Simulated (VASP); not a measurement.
Sc: single point with PBEsol

Sc:

```
CELL_PARAMETERS angstrom
0.00000 2.77906 2.77906
2.77906 0.00000 2.77906
2.77906 2.77906 0.00000
ATOMIC_POSITIONS crystal
Sc 0.87500 0.87500 0.87500
Sc 0.12500 0.12500 0.12500
```

This isn't the form of Sc at room conditions, which is hcp.

* Program: VASP 6.6.1
* Task: single point
* Functional: PBEsol
* Potentials or basis: VASP PAW PBE potentials, release 64 (Sc_sv)
* Cutoff: 520 eV
* k mesh: 11 × 11 × 11
* Occupations: fermi-dirac, width 0.05 eV
* Spin: no spin polarisation

```yaml
Pressure: 5.2 GPa
Band_gap_on_the_k_mesh: zero (bands 11 and 12 overlap by 1.13 eV)
```

Levels at points of the mesh, in eV from the Fermi level:
| k point | band 8 | band 9 | band 10 | band 11 | band 12 | band 13 | band 14 | band 15 |
| --- | --- | --- | --- | --- | --- | --- | --- | --- |
| (0.00, 0.00, 0.00) | -27.28 | -4.77 | -0.57 | -0.57 | 0.38 | 0.38 | 0.38 | 2.44 |

Run time: 73 s on 1 thread of Intel Xeon 8259CL (shared host), peak memory 0.19 GiB.

Caveat: the cell stands under pressure; the PAW data sets were made with another functional, which shifts forces and pressure a little.
